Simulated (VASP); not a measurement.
# CoO: vibrations by perturbation theory with LDA

The system is CoO.

```
Co O
1.0
     1.50547    0.86918    2.43993
    -1.50547    0.86918    2.43993
     0.00000   -1.73837    2.43993
Co O
1 1
Direct
  0.00000 0.00000 0.00000
  0.50000 0.50000 0.50000
```

```
Program                : VASP 6.6.1
Task                   : vibrations by perturbation theory
Functional             : LDA
Potentials or basis    : VASP PAW LDA potentials, release 64 (Co, O)
Cutoff                 : 520 eV
k mesh                 : 8 × 8 × 8
Occupations            : fermi-dirac, width 0.05 eV
Spin                   : collinear spin, ferromagnetic start
Starting moments       : [2.0, 0.0] μB
Dipole correction      : no
Further INCAR settings : ALGO = Normal; EDIFF = 1e-08; NBANDS = 18; IBRION = 8; NSW = 1
```

| Item | Value |
| --- | --- |
| Net moment | 2.77 μB per cell |
| Site moments | Co +2.42; O +0.30 μB |
| Valence electrons inside the program's atomic spheres | Co 7.85; O 4.93 |
| Highest phonon frequency at Γ, LO-TO splitting left out | 1 cm⁻¹ |
| Most unstable mode | 136i cm⁻¹ |

Phonon frequencies in cm⁻¹ (negative: imaginary):
```
              q point           frequencies
(0.000, 0.000, 0.000)  -136 -126 -126 0 0 1
```

Run time: 9.4 min on 1 thread of Intel Xeon 8259CL, with other jobs on the host, peak memory 0.37 GiB.

Caveat: the cell stands under pressure or tension, which shifts response properties; some modes are imaginary; a cell with one magnetic atom can't hold antiferromagnetic order, which such compounds often take.
